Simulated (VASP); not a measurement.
A run of VASP 6.6.1 is set up as follows.

The input INCAR:

```
SYSTEM = KF
PREC = Accurate
ENCUT = 520
EDIFF = 1E-6
ISMEAR = 0
SIGMA = 0.01
LREAL = .False.
LASPH = .True.
NELM = 100
ALGO = Normal
ISIF = 2
LWAVE = .False.
LCHARG = .False.
GGA = PE
NBANDS = 15
```

KPOINTS

```
regular mesh
0
Gamma
  8 8 8
  0 0 0
```

The input POSCAR:

```
KF
1.0
    0.0000000000      2.7103820615      2.7103820615
    2.7103820615      0.0000000000      2.7103820615
    2.7103820615      2.7103820615      0.0000000000
K F
1 1
Direct
    0.0000000000      0.0000000000      0.0000000000
    0.5000000000      0.5000000000      0.5000000000
```

Potentials or basis: VASP PAW PBE potentials, release 64 (K_sv, F).

Command:

```console
$ cat potpaw_PBE.64/K_sv/POTCAR potpaw_PBE.64/F/POTCAR > POTCAR
$ mpirun -np 1 vasp_std > vasp.out
```

Problem. Estimate the band gap on the k mesh.

Solution. 5.95 eV.

Problem. Predict the pressure.

Solution. 0.0 GPa.

A k mesh can miss the band edges.
